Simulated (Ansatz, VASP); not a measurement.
# Ti: VASP beside Ansatz

```
Ti
1.0
     2.90765    0.00000    0.00000
     0.00000    2.90765    0.00000
     0.00000    0.00000   17.28009
Ti
6
Direct
  0.50000 0.50000 0.20255
  0.00000 0.00000 0.32153
  0.50000 0.50000 0.44051
  0.00000 0.00000 0.55949
  0.50000 0.50000 0.67847
  0.00000 0.00000 0.79745
```

Alike in both runs: task single point; functional PBE; k mesh 12 × 12 × 1; occupations gaussian, width 0.1 eV; no spin polarisation.

|  | VASP | Ansatz |
| --- | --- | --- |
| version | VASP 6.6.1 | Ansatz 0.2.0 |
| potentials or method | VASP PAW PBE potentials, release 64 (Ti_sv), cutoff 520 eV | scalar-relativistic, plane waves, PAW |
| valence electrons in the cell | 72 | 72 |

|  | VASP | Ansatz | Ansatz less VASP |
| --- | --- | --- | --- |
| gap on the k mesh at the Fermi level (eV) | none | none | - |
| rms of the force components (eV/Å) | 0.315 | 0.313 | -0.0022 |

Atom by atom the forces differ by 0.004 eV/Å (rms over components). A gap of «none» marks a metal or a gap that the smearing closes. Ansatz's warnings: vacuum density over bound.
